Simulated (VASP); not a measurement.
A run of VASP 6.6.1 is set up as follows.

File INCAR:

```
ALGO     = Normal         # electronic algorithm
EDIFF    = 1E-7           # SCF threshold, eV
EDIFFG   = -0.02          # ionic threshold
ENCUT    = 500            # plane-wave cutoff, eV
GGA_COMPAT= False        
IBRION   = 2              # ionic algorithm
ISIF     = 3              # what is computed and relaxed
ISMEAR   = -1             # smearing method
LASPH    = True           # aspherical terms in the spheres
LCHARG   = False          # write CHGCAR
LREAL    = False          # projectors in reciprocal space
LWAVE    = False          # write WAVECAR
NELM     = 120            # most SCF steps
NELMIN   = 4            
NSW      = 60             # ionic steps
PREC     = Accurate       # precision mode
SIGMA    = 0.1            # smearing width, eV
```

The input KPOINTS:

```
k-points
0
Gamma
  6 6 6
```

Contents of POSCAR:

```
AlPt
1.0
    3.0915500000      0.0000000000      0.0000000000
    0.0000000000      3.0915500000      0.0000000000
    0.0000000000      0.0000000000      3.0915500000
Al Pt
1 1
Direct
    0.0000000000      0.0000000000      0.0000000000
    0.5000000000      0.5000000000      0.5000000000
```

Potentials or basis: VASP PAW LDA potentials, release 64 (Al, Pt).

Run with:

```bash
$ cat potpaw_LDA.64/Al/POTCAR potpaw_LDA.64/Pt/POTCAR > POTCAR
$ mpirun -np 1 vasp_std > vasp.out
```

(1) Predict the relaxed volume.

(2) Estimate the relaxed cell.

Results:

(1) 14.10 Å³/atom.

(2) a = 3.044 Å, b = 3.044 Å, c = 3.044 Å, α = 90.00°, β = 90.00°, γ = 90.00°.
